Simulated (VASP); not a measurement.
# Ru (P2_1/m) in VASP: a series of runs

The runs below take Ru through single point, with PBE.

Program: VASP 6.6.1. These are calculated values, not measurements. Logs are shortened: lines on timing, memory, paths and dates and some standing lists are left out, and cuts for length are marked.

### 1 The cell of the first run

Symmetry: P2_1/m, No. 11, monoclinic system. Conventional cell: a = 2.706 Å, b = 4.282 Å, c = 2.706 Å, α = 90.00°, β = 120.00°, γ = 90.00°. Within 3.2 Å of Ru (site symmetry m) lie 12 Ru at 2.44 to 2.95 Å.

### 2 Single point, PBE (atom 1 (Ru) moved by (-0.225, -0.450) A along x and y)

Contents of INCAR:

```
ALGO = Fast ; EDIFF = 1E-6
ENCUT = 520 ; GGA = PE
ISIF = 2 ; ISMEAR = 0
LASPH = True ; LCHARG = False
LREAL = False ; LWAVE = False
NBANDS = 21 ; NELM = 80
PREC = Accurate ; SIGMA = 0.15
```

Contents of KPOINTS:

```
k-points
0
Gamma
  24 24 12
```

Contents of POSCAR:

```
Ru
1.0
    2.7057993342      0.0000000000      0.0000000000
   -1.3528996671      2.3432909610      0.0000000000
    0.0000000000      0.0000000000      4.2819000000
Ru
2
Direct
    0.1541598022      0.4746290548      0.2500000000
    0.6666666667      0.3333333333      0.7500000000
```

Potentials or basis: VASP PAW PBE potentials, release 64 (Ru_pv).

On the command line:

```sh
$ cat potpaw_PBE.64/Ru_pv/POTCAR > POTCAR
$ mpirun -np 1 vasp_std > vasp.out
```

OUTCAR:

```text
EDIFF = 1E-6
   ENCUT = 520
   GGA = PE
   ISIF = 2
   ISMEAR = 0
   LASPH = True
   LREAL = False
   NELM = 80
   PREC = Accurate

 ion  position               nearest neighbor table
   1  0.154  0.475  0.250-   2 2.44   2 2.44   2 2.68   2 2.68   2 2.95   2 2.95
   2  0.667  0.333  0.750-   1 2.44   1 2.44   1 2.68   1 2.68   1 2.95   1 2.95

  LATTYP: Found a hexagonal cell.
 ALAT       =     2.7057993342
 C/A-ratio  =     1.5824898565

  Lattice vectors:

 A1 = (   2.7057993342,   0.0000000000,   0.0000000000)
 A2 = (  -1.3528996671,   2.3432909610,   0.0000000000)
 A3 = (   0.0000000000,   0.0000000000,   4.2819000000)

Analysis of symmetry for initial positions (statically):
=====================================================================
 Subroutine PRICEL returns:
 Original cell was already a primitive cell.

 Routine SETGRP: Setting up the symmetry group for a
 hexagonal supercell.

 Subroutine GETGRP returns: Found  4 space group operations
 (whereof  1 operations were pure point group operations)
 out of a pool of 24 trial point group operations.

The static configuration has the point symmetry C_1 .
 The point group associated with its full space group is C_2h.

Analysis of symmetry for dynamics (positions and initial velocities):
=====================================================================
 Subroutine PRICEL returns:
 Original cell was already a primitive cell.

 Routine SETGRP: Setting up the symmetry group for a
 hexagonal supercell.

 Subroutine GETGRP returns: Found  4 space group operations
 (whereof  1 operations were pure point group operations)
 out of a pool of 24 trial point group operations.

The dynamic configuration has the point symmetry C_1 .
 The point group associated with its full space group is C_2h.

 Subroutine INISYM returns: Found  4 space group operations
 (whereof  1 operations are pure point group operations),
 and found     1 'primitive' translations

----------------------------------------------------------------------------------------

                                     Primitive cell

  volume of cell :      27.1493

  direct lattice vectors                    reciprocal lattice vectors
     2.705799334  0.000000000  0.000000000     0.369576556  0.213375124  0.000000000
    -1.352899667  2.343290961  0.000000000     0.000000000  0.426750249  0.000000000
     0.000000000  0.000000000  4.281900000     0.000000000  0.000000000  0.233541185

  length of vectors
     2.705799334  2.705799334  4.281900000     0.426750249  0.426750249  0.233541185

  position of ions in fractional coordinates (direct lattice)
     0.154159802  0.474629055  0.250000000
     0.666666667  0.333333333  0.750000000

  ion indices of the primitive-cell ions
   primitive index   ion index
                 1           1
                 2           2

----------------------------------------------------------------------------------------

 KPOINTS: k-points

Automatic generation of k-mesh.
 Grid dimensions read from file:
 generate k-points for:   24   24   12

 Generating k-lattice:

  Cartesian coordinates                     Fractional coordinates (reciprocal lattice)
     0.015399023  0.008890630  0.000000000     0.041666667  0.000000000  0.000000000
     0.000000000  0.017781260  0.000000000     0.000000000  0.041666667  0.000000000
     0.000000000  0.000000000  0.019461765     0.000000000  0.000000000  0.083333333

  Length of vectors
     0.017781260  0.017781260  0.019461765

  Shift w.r.t. Gamma in fractional coordinates (k-lattice)
     0.000000000  0.000000000  0.000000000

 Subroutine IBZKPT returns following result:
 ===========================================

 Found   2030 irreducible k-points:

 Following reciprocal coordinates:
            Coordinates               Weight
  0.000000  0.000000  0.000000      1.000000
  0.041667  0.000000  0.000000      2.000000
  0.000000  0.041667  0.000000      2.000000
 -0.041667  0.041667  0.000000      2.000000
  0.083333  0.000000  0.000000      2.000000
  0.000000  0.083333  0.000000      2.000000
[... 16 lines left out ...]
  0.333333  0.000000  0.000000      2.000000
  0.000000  0.333333  0.000000      2.000000
 [... further k-points ...]
   k-points           NKPTS =   2030   k-points in BZ     NKDIM =   2030   number of bands    NBANDS=     21
   number of dos      NEDOS =    301   number of ions     NIONS =      2
   total plane-waves  NPLWV =  12800
   dimension x,y,z NGX =    20 NGY =   20 NGZ =   32
   dimension x,y,z NGXF=    40 NGYF=   40 NGZF=   64
   ions per type =               2
   NGX,Y,Z   is equivalent  to a cutoff of  12.29, 12.29, 12.42 a.u.
   NGXF,Y,Z  is equivalent  to a cutoff of  24.58, 24.58, 24.85 a.u.
 SYSTEM =  unknown system
   PREC   = accura    normal or accurate (medium, high low for compatibility)
   ISTART =      0    job   : 0-new  1-cont  2-samecut
   ICHARG =      2    charge: 1-file 2-atom 10-const
   ISPIN  =      1    spin polarized calculation?
   LNONCOLLINEAR =      F non collinear calculations
   LSORBIT =      F    spin-orbit coupling
   LASPH  =      T    aspherical Exc in radial PAW
   ENCUT  =  520.0 eV  38.22 Ry    6.18 a.u.   5.03  5.03  7.96*2*pi/ulx,y,z
   NELM   =     80;   NELMIN=  2; NELMDL= -5     # of ELM steps
   EDIFF  = 0.1E-05   stopping-criterion for ELM
   LREAL  =      F    real-space projection
   EDIFFG = 0.1E-04   stopping-criterion for IOM
   NSW    =      0    number of steps for IOM
   IBRION =     -1    ionic relax: 0-MD 1-quasi-New 2-CG
   NFREE  =      0    steps in history (QN), initial steepest desc. (CG)
   ISIF   =      2    stress and relaxation
   ISYM   =      2    0-nonsym 1-usesym 2-fastsym
   POTIM  = 0.5000    time-step for ionic-motion
   TEBEG  =    0.0;   TEEND  =   0.0 temperature during run
   PSTRESS=    0.0 pullay stress
   NELECT =      28.0000    total number of electrons
   NUPDOWN=      -1.0000    fix difference up-down
   EMIN   =  10.00;   EMAX   =-10.00  energy-range for DOS
   EFERMI =   0.00;   METHOD = LEGACY
   ISMEAR =     0;   SIGMA  =   0.15  broadening in eV -4-tet -1-fermi 0-gaus
   EFERMI_NEDOS =   21; number of points for ismear=-14 and -15
   IALGO  =     68    algorithm
   IMIX   =      4    mixing-type and parameters
     AMIX     =   0.40;   BMIX     =  1.00
     AMIX_MAG =   1.60;   BMIX_MAG =  1.00
  volume/ion in A,a.u.               =      13.57        91.61
  Fermi-wavevector in a.u.,A,eV,Ry     =   1.654022  3.125649 37.222686  2.735790
  Thomas-Fermi vector in A             =   2.742361
   LORBIT       =      0    0 simple, 1 ext, 2 COOP (PROOUT), +10 PAW based schemes
   GGA     = PE    functional components
   LHFCALC =     F    Hartree Fock is set to
   AEXX    =    0.0000 exact exchange contribution
   IVDW    =     0    specifies the selected vdW correction
   LEPSILON=     F    determine dielectric tensor
   LRPA    =     F    only Hartree local field effects (RPA)
 non-spin polarized calculation
 RMM-DIIS sequential band-by-band and
 Gauss-broadening in eV      SIGMA  =   0.15
  energy-cutoff  :      520.00
  volume of cell :       27.15
 maximum number of plane-waves:       756
   NGX =  9   NGY =  9   NGZ = 15

 number of electron      28.0000002 magnetization

 Free energy of the ion-electron system (eV)
  ---------------------------------------------------
  ext. energy  EPLUGINS =         0.00000000
  ---------------------------------------------------
  free energy    TOTEN  =       -17.67029347 eV

  energy without entropy =      -17.64013118  energy(sigma->0) =      -17.65521232

 E-fermi :  12.9868     XC(G=0): -14.0951

 val. band max:       12.9863334217   @ k =  -0.4583   0.4167   0.2500
 cond. band min:      12.9869219165   @ k =  -0.2083   0.2917  -0.1667
 fundamental gap:      0.0005884947
 Fermi energy:        12.9868338118

 k-point     1 :       0.0000    0.0000    0.0000
  band No.  band energies     occupation
      1     -30.9224      2.00000
      2     -29.8769      2.00000
      3     -29.6949      2.00000
      4     -29.6291      2.00000
      5     -29.5676      2.00000
      6     -29.5129      2.00000
[... 13 lines left out ...]
     20      23.4295      0.00000
     21      23.5370      0.00000

 k-point     2 :       0.0417    0.0000    0.0000
  band No.  band energies     occupation
      1     -30.9159      2.00000
      2     -29.8877      2.00000
      3     -29.7013      2.00000
      4     -29.6325      2.00000
      5     -29.5794      2.00000
      6     -29.5165      2.00000
[... 13 lines left out ...]
     20      23.4295      0.00000
     21      23.5231      0.00000

 k-point     3 :       0.0000    0.0417    0.0000
  band No.  band energies     occupation
      1     -30.9188      2.00000
      2     -29.8805      2.00000
      3     -29.7110      2.00000
      4     -29.6388      2.00000
      5     -29.5703      2.00000
      6     -29.5131      2.00000
[... 13 lines left out ...]
     20      23.4298      0.00000
     21      23.5275      0.00000

 k-point     4 :      -0.0417    0.0417    0.0000
  band No.  band energies     occupation
      1     -30.9165      2.00000
      2     -29.8850      2.00000
      3     -29.7008      2.00000
      4     -29.6377      2.00000
      5     -29.5773      2.00000
      6     -29.5158      2.00000
[... 13 lines left out ...]
     20      23.4295      0.00000
     21      23.5243      0.00000

 k-point     5 :       0.0833    0.0000    0.0000
  band No.  band energies     occupation
      1     -30.8963      2.00000
      2     -29.9196      2.00000
      3     -29.7207      2.00000
      4     -29.6474      2.00000
      5     -29.6082      2.00000
      6     -29.5272      2.00000
[... 13 lines left out ...]
     20      23.4298      0.00000
     21      23.4914      0.00000
[... 382 lines left out ...]
     20      23.4329      0.00000
     21      25.7947      0.00000

 k-point    22 :      -0.2917    0.2917    0.0000
  band No.  band energies     occupation
      1     -30.6758      2.00000
      2     -30.2518      2.00000
      3     -30.1058      2.00000
      4     -29.8360      2.00000
      5     -29.7453      2.00000
      6     -29.6454      2.00000
[... 13 lines left out ...]
     20      23.4319      0.00000
     21      25.7843      0.00000

 k-point    23 :       0.3333    0.0000    0.0000
  band No.  band energies     occupation
      1     -30.5746      2.00000
      2     -30.3568      2.00000
      3     -30.2131      2.00000
      4     -29.8841      2.00000
      5     -29.7282      2.00000
      6     -29.7071      2.00000
[... 13 lines left out ...]
     20      23.4298      0.00000
     21      24.3258      0.00000

 k-point    24 :       0.0000    0.3333    0.0000
  band No.  band energies     occupation
      1     -30.7587      2.00000
      2     -30.3423      2.00000
      3     -30.1140      2.00000
      4     -29.9995      2.00000
      5     -29.6882      2.00000
      6     -29.5245      2.00000
[... 13 lines left out ...]
     20      23.4312      0.00000
     21      24.5329      0.00000

 [... further k-points ...]
[... 5 lines left out ...]
  --------------------------------------------------------------------------------------
  -------------------------------------------------------------------------------------
  Total        2.7880143      0.0439012      4.8479399      0.6296892      0.0000000      0.0000000
  in kB      164.5308155      2.5907703    286.0944879     37.1602381      0.0000000      0.0000000
  external PRESSURE =     151.0720246 kB  Pullay stress =       0.0000000 kB

 VOLUME and BASIS-vectors are now :
 -----------------------------------------------------------------------------
  energy-cutoff  :      520.00
  volume of cell :       27.15
      direct lattice vectors                 reciprocal lattice vectors
     2.705799334  0.000000000  0.000000000     0.369576556  0.213375124  0.000000000
    -1.352899667  2.343290961  0.000000000     0.000000000  0.426750249  0.000000000
     0.000000000  0.000000000  4.281900000     0.000000000  0.000000000  0.233541185

 POSITION                                       TOTAL-FORCE (eV/Angst)
 -----------------------------------------------------------------------------------
     -0.22500      1.11219      1.07048         0.893096      2.390791      0.000000
      1.35290      0.78110      3.21143        -0.893096     -2.390791     -0.000000
 -----------------------------------------------------------------------------------
    total drift:                                0.000008     -0.000002     -0.000000

  FREE ENERGIE OF THE ION-ELECTRON SYSTEM (eV)
  ---------------------------------------------------
  free  energy   TOTEN  =       -17.6702934686 eV

  energy  without entropy=      -17.6401311782  energy(sigma->0) =      -17.65521232
```

Wall time 8.8 min (1 thread of Intel Xeon 6975P-C, shared host); peak memory 0.91 GiB.

Results:

```
Free energy            : -17.6703 eV
Pressure               : 15.1 GPa
Largest force          : 2.552 eV/Å
Band gap on the k mesh : zero (band 14 reaches 14.52 eV, above the bottom of band 15 at 11.54 eV)
```

Forces on the atoms (eV/Å):
```
Ru   0.893  2.391  0.000
Ru  -0.893 -2.391  0.000
```

Stress tensor (GPa, compression positive):
```
16.45  3.72  0.00
 3.72  0.26  0.00
 0.00  0.00 28.61
```

Levels at points of the mesh, in eV from the Fermi level:
| k point | band 11 | band 12 | band 13 | band 14 | band 15 | band 16 | band 17 | band 18 |
| --- | --- | --- | --- | --- | --- | --- | --- | --- |
| (0.00, 0.00, 0.00) | -2.40 | -2.05 | -1.95 | -1.40 | -0.66 | 0.29 | 1.18 | 2.07 |
| (0.50, 0.00, 0.00) | -2.96 | -2.60 | -1.88 | 1.02 | 1.25 | 1.89 | 4.67 | 5.13 |
| (0.00, 0.50, 0.00) | -1.74 | -0.70 | -0.25 | 1.34 | 1.73 | 1.80 | 2.73 | 7.11 |
| (0.50, 0.50, 0.00) | -2.62 | -1.96 | -1.85 | -0.02 | 1.49 | 1.64 | 4.01 | 5.89 |
| (0.00, 0.00, 0.50) | -2.78 | -2.78 | -2.36 | -2.36 | 0.01 | 0.01 | 0.37 | 0.37 |
| (0.50, 0.00, 0.50) | -0.76 | -0.76 | 1.54 | 1.54 | 1.86 | 1.86 | 2.24 | 2.24 |
| (0.00, 0.50, 0.50) | -1.80 | -1.80 | -0.23 | -0.23 | 1.61 | 1.61 | 4.91 | 4.91 |
| (0.50, 0.50, 0.50) | -0.64 | -0.64 | 1.03 | 1.03 | 1.59 | 1.59 | 3.36 | 3.36 |

Caveat: the cell differs from its parent crystal (atom 1 (Ru) moved by (-0.225, -0.450) A along x and y); forces of over 1 eV/Å act on the atoms, so gaps and moduli don't describe the material at rest.

### 3 Single point, PBE (atom 1 (Ru) moved by (-0.225, +0.450) A along x and y)

Contents of INCAR:

```
SYSTEM = Ru
ALGO = Fast ; EDIFF = 1E-6
ENCUT = 520 ; GGA = PE
ISIF = 2 ; ISMEAR = 0
LASPH = .TRUE. ; LCHARG = .FALSE.
LREAL = .FALSE. ; LWAVE = .FALSE.
NBANDS = 21 ; NELM = 100
PREC = Accurate ; SIGMA = 0.15
```

Contents of KPOINTS:

```
k-points
0
G
  24 24 12
  0 0 0
```

Edit POSCAR of step 2 so:

```diff
@@ -8,3 +8,3 @@
 Direct
-    0.1541598022      0.4746290548      0.2500000000
+    0.3461974141      0.8587042785      0.2500000000
     0.6666666667      0.3333333333      0.7500000000
```

Potentials or basis: VASP PAW PBE potentials, release 64 (Ru_pv).

On the command line:

```sh
$ cat potpaw_PBE.64/Ru_pv/POTCAR > POTCAR
$ mpirun -np 1 vasp_std > vasp.out
```

OUTCAR:

```text
SYSTEM = Ru
   EDIFF = 1E-6
   ENCUT = 520
   GGA = PE
   ISIF = 2
   ISMEAR = 0
   LASPH = .TRUE.
   LREAL = .FALSE.
   NELM = 100
   PREC = Accurate

 ion  position               nearest neighbor table
   1  0.346  0.859  0.250-   2 2.42   2 2.42   2 2.72   2 2.72   2 2.93   2 2.93
   2  0.667  0.333  0.750-   1 2.42   1 2.42   1 2.72   1 2.72   1 2.93   1 2.93

  LATTYP: Found a hexagonal cell.
 ALAT       =     2.7057993342
 C/A-ratio  =     1.5824898565

  Lattice vectors:

 A1 = (   2.7057993342,   0.0000000000,   0.0000000000)
 A2 = (  -1.3528996671,   2.3432909610,   0.0000000000)
[... 191 lines left out ...]
      4     -29.6217      2.00000
      5     -29.5806      2.00000
      6     -29.5041      2.00000
[... 565 lines left out ...]
     20      23.4253      0.00000
     21      24.3551      0.00000

 [... further k-points ...]
[... 5 lines left out ...]
  --------------------------------------------------------------------------------------
  -------------------------------------------------------------------------------------
  Total        0.1844694      2.8739878      4.8859035      0.7424387      0.0000000      0.0000000
  in kB       10.8862073    169.6044275    288.3348530     43.8139937      0.0000000      0.0000000
  external PRESSURE =     156.2751626 kB  Pullay stress =       0.0000000 kB

 VOLUME and BASIS-vectors are now :
 -----------------------------------------------------------------------------
  energy-cutoff  :      520.00
  volume of cell :       27.15
      direct lattice vectors                 reciprocal lattice vectors
     2.705799334  0.000000000  0.000000000     0.369576556  0.213375124  0.000000000
    -1.352899667  2.343290961  0.000000000     0.000000000  0.426750249  0.000000000
     0.000000000  0.000000000  4.281900000     0.000000000  0.000000000  0.233541185

 POSITION                                       TOTAL-FORCE (eV/Angst)
 -----------------------------------------------------------------------------------
     -0.22500      2.01219      1.07048         1.370214     -2.157239      0.000000
      1.35290      0.78110      3.21143        -1.370214      2.157239     -0.000000
 -----------------------------------------------------------------------------------
    total drift:                               -0.000015      0.000004      0.000000

  FREE ENERGIE OF THE ION-ELECTRON SYSTEM (eV)
  ---------------------------------------------------
  free  energy   TOTEN  =       -17.6864810476 eV

  energy  without entropy=      -17.6575694511  energy(sigma->0) =      -17.67202525
```

stdout:

```text
POSCAR found type information on POSCAR Ru
 POSCAR found :  1 types and       2 ions
 scaLAPACK will be used
 LDA part: xc-table for (Slater+PW92), standard interpolation
 POSCAR, INCAR and KPOINTS ok, starting setup
 FFT: planning ... GRIDC
 FFT: planning ... GRID_SOFT
 FFT: planning ... GRID
 WAVECAR not read
 entering main loop
WARNING in EDDRMM: call to ZHEGV failed, returncode =   6  3     21
WARNING in EDDRMM: call to ZHEGV failed, returncode =   8  4     20
WARNING in EDDRMM: call to ZHEGV failed, returncode =   8  4     19
WARNING in EDDRMM: call to ZHEGV failed, returncode =   8  4     20
WARNING in EDDRMM: call to ZHEGV failed, returncode =   8  4     19
WARNING in EDDRMM: call to ZHEGV failed, returncode =   6  3     20
WARNING in EDDRMM: call to ZHEGV failed, returncode =   6  3     20
WARNING in EDDRMM: call to ZHEGV failed, returncode =   6  3     20
WARNING in EDDRMM: call to ZHEGV failed, returncode =   8  4     19
```

Wall time 11 min (1 thread of Intel Xeon 6455B, shared host); peak memory 0.91 GiB.

Results:

| Property | Result |
| --- | --- |
| Free energy | -17.6865 eV |
| Pressure | 15.6 GPa |
| Largest force | 2.556 eV/Å |
| Band gap on the k mesh | zero (band 14 reaches 14.53 eV, above the bottom of band 15 at 11.56 eV) |

Forces on the atoms (eV/Å):
```
Ru   1.370 -2.157  0.000
Ru  -1.370  2.157  0.000
```

Stress tensor (GPa, compression positive):
```
 1.09  4.38  0.00
 4.38 16.96  0.00
 0.00  0.00 28.83
```

Caveat: the cell differs from its parent crystal (atom 1 (Ru) moved by (-0.225, +0.450) A along x and y); forces of over 1 eV/Å act on the atoms, so gaps and moduli don't describe the material at rest.
